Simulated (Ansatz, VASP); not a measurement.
Rb4As: VASP beside Ansatz

```
Rb As
1.0
     6.88753    0.00000    0.00000
     0.00000    6.88753    0.00000
     0.00000    0.00000    6.88753
Rb As
4 1
Direct
  0.50000 0.00000 0.00000
  0.00000 0.50000 0.00000
  0.00000 0.00000 0.50000
  0.50000 0.50000 0.50000
  0.00000 0.00000 0.00000
```

Change from the starting cell: species swapped into the Co4N type (Pm-3m, No. 221).

Alike in both runs: functional PBE; k mesh 4 × 4 × 4; occupations gaussian, width 0.1 eV; no spin polarisation.

Ansatz relaxed the structure, and its values are those at the end. VASP's run is a single point on that final structure, the one shown.

```csv
,VASP,Ansatz
version,VASP 6.6.1,Ansatz 0.2.0
potentials or method,"VASP PAW PBE potentials, release 64 (Rb_sv, As), cutoff 520 eV","scalar-relativistic, plane waves, PAW"
valence electrons in the cell,41,51
```

```tsv
	VASP	Ansatz	Ansatz less VASP
gap on the k mesh at the Fermi level (eV)	none	none	-
pressure (GPa)	0.3	0.3	-0.01
```

A gap of «none» marks a metal or a gap that the smearing closes. With one functional, cell and mesh, what is left measures potentials, basis and numerics. VASP's potentials hold 41 valence electrons a cell and Ansatz's 51, so a difference there can come from the potentials and not from the codes.
